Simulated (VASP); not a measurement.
Wanted: the native input for a VASP 6.6.1 run.

| Item | Value |
| --- | --- |
| Task | single point |
| Functional | LDA |
| Potentials or basis | VASP PAW LDA potentials, release 64 (Ti_sv) |
| Cutoff | 520 eV |
| k mesh | 7 × 7 × 10 |
| Occupations | fermi-dirac, width 0.1 eV |
| Spin | no spin polarisation |
| Dipole correction | no |
| Further INCAR settings | ALGO = Normal; EDIFF = 1e-06; NBANDS = 25 |

The structure of Ti lies in POSCAR:

```
Ti
1.0
    4.6000000000      0.0000000000      0.0000000000
   -2.3000000000      3.9837170000      0.0000000000
    0.0000000000      0.0000000000      2.8200000000
Ti
3
Direct
    0.0000000000      0.0000000000      0.0000000000
    0.3333333333      0.6666666667      0.5000000000
    0.6666666667      0.3333333333      0.5000000000
```

One way to write it, as run:

INCAR

```
SYSTEM = Ti
PREC = Accurate ; ENCUT = 520
EDIFF = 1E-6 ; ISMEAR = -1
SIGMA = 0.1 ; LREAL = .FALSE.
LASPH = .TRUE. ; NELM = 60
ALGO = Normal ; ISIF = 2
LWAVE = .FALSE. ; LCHARG = .TRUE.
GGA = CA ; LELF = .TRUE.
LVHAR = .TRUE. ; NBANDS = 25
```

KPOINTS

```
regular mesh
0
G
  7 7 10
  0 0 0
```

Potentials or basis: VASP PAW LDA potentials, release 64 (Ti_sv).

Command:

```bash
$ cat potpaw_LDA.64/Ti_sv/POTCAR > POTCAR
$ mpirun -np 1 vasp_std > vasp.out
```

It gave:

| Item | Value |
| --- | --- |
| Pressure | -9.1 GPa |
| Band gap on the k mesh | zero (band 18 reaches 8.19 eV, above the bottom of band 19 at 7.96 eV) |

Run time: 2.3 min on 1 thread of Intel Xeon 6975P-C, on a shared host, peak memory 0.18 GiB.
